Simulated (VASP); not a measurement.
Write the native input for VASP 6.6.1 that does the following.

```yaml
Task: single point
Functional: PBE
Potentials_or_basis: VASP PAW PBE potentials, release 64 (Al, N)
Cutoff: 520 eV
k_mesh: 1 × 1 × 1, shifted
Occupations: fermi-dirac, width 0.01 eV
Spin: no spin polarisation
Dipole_correction: no
Further_INCAR_settings: LREAL = Auto; ALGO = Normal; EDIFF = 1e-06; NBANDS = 85
```

The structure of Al17N15 (a cell with a defect) lies in POSCAR:

```
Al17N15
1.0
    6.2604124020      0.0000000589      0.0000000000
   -3.1302062520      5.4216761488      0.0000000000
    0.0000000000      0.0000000000     10.0361163400
Al N
17 15
Direct
    0.3376608678      0.1600959651      0.2539468498
    0.1610287913      0.3396126030      0.5015065797
    0.3312269062      0.1728998879      0.7490212593
    0.1698805968      0.3296993357      1.0076345870
    0.3386089117      0.6634257451      0.2588688362
    0.1653107578      0.8569410878      0.5042080554
    0.3249704893      0.6617543351      0.7568801677
    0.1901737841      0.8410817116      0.9887939844
    0.8368440934      0.1625121350      0.2581188259
    0.6507637820      0.3426319003      0.5021671772
    0.8395390206      0.1764698339      0.7566215857
    0.6585492373      0.3095074686      0.9886417982
    0.8640899923      0.6334249679      0.1796165943
    0.6363194993      0.8620819582      0.5325221635
    0.8004581351      0.7128331734      0.3885513989
    0.8308899592      0.6724752321      0.7508265505
    0.6682386742      0.8315885412      1.0035926178
    0.3274113964      0.1799386190      0.4409253224
    0.1723886635      0.3281280397      0.1964171604
    0.3307825712      0.1693659365      0.9355967816
    0.1652796498      0.3356535942      0.6916390853
    0.3199283652      0.6807264617      0.4482398714
    0.2076098898      0.8391157825      0.1720579871
    0.3371508884      0.6573417867      0.9428629353
    0.1677958403      0.8358022649      0.6982661018
    0.8198286669      0.1790254219      0.4475434569
    0.6586691123      0.2911432775      0.1719961257
    0.8416972176      0.1621979217      0.9430175244
    0.6690245856      0.3369988802      0.6974107896
    0.6840496418      0.8173807547      0.2010280108
    0.8377224486      0.6618396654      0.9520356187
    0.6600021451      0.8412332470      0.7132501325
```

One way to write it, as run:

INCAR

```
  ALGO = Normal
  EDIFF = 1E-6
  ENCUT = 520
  GGA = PE
  GGA_COMPAT = F
  ISIF = 2
  ISMEAR = -1
  LASPH = T
  LCHARG = F
  LREAL = Auto
  LWAVE = F
  NBANDS = 85
  NELM = 120
  PREC = Accurate
  SIGMA = 0.01
```

KPOINTS

```
Automatic mesh
0
Gamma
  1 1 1
  0.25 0.25 0.25
```

Potentials or basis: VASP PAW PBE potentials, release 64 (Al, N).

Run with:

```bash
$ cat potpaw_PBE.64/Al/POTCAR potpaw_PBE.64/N/POTCAR > POTCAR
$ mpirun -np 1 vasp_std > vasp.out
```

Results of the run:

```json
{
 "Pressure": "9.2 GPa",
 "Largest force": "0.484 eV/Å",
 "Band gap on the k mesh": "0.50 eV"
}
```

Caveat: the k points lie up to 0.58 Å⁻¹ apart; semilocal functionals underestimate gaps, and a narrow one can read as zero.

It took 9.8 min on 1 thread of Intel Xeon 8259CL, on a shared host, peak memory 0.47 GiB.
